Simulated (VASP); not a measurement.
A run of VASP 6.6.1 is set up as follows.

INCAR

```
SYSTEM = BaRe
PREC = Accurate ; ENCUT = 520
EDIFF = 1E-6 ; ISMEAR = 0
SIGMA = 0.05 ; LREAL = .FALSE.
LASPH = .TRUE. ; NELM = 100
ALGO = Fast ; ISIF = 2
LWAVE = .FALSE. ; LCHARG = .TRUE.
GGA = PS ; LELF = .TRUE.
LVHAR = .TRUE. ; NBANDS = 16
```

The input KPOINTS:

```
Automatic mesh
0
G
  8 8 8
  0 0 0
```

File POSCAR:

```
BaRe
1.0
    3.5664100143      0.0000000000      0.0000000000
    0.0000000000      3.5664100143      0.0000000000
    0.0000000000      0.0000000000      3.5664100143
Ba Re
1 1
Direct
    0.0000000000      0.0000000000      0.0000000000
    0.5000000000      0.5000000000      0.5000000000
```

Potentials or basis: VASP PAW PBE potentials, release 64 (Ba_sv, Re).

Run with:

```console
$ cat potpaw_PBE.64/Ba_sv/POTCAR potpaw_PBE.64/Re/POTCAR > POTCAR
$ mpirun -np 1 vasp_std > vasp.out
```

(1) What does it give for the pressure?

Answers

(1) 6.1 GPa.

Caveat: the PAW data sets were made with another functional, which shifts forces and pressure a little.
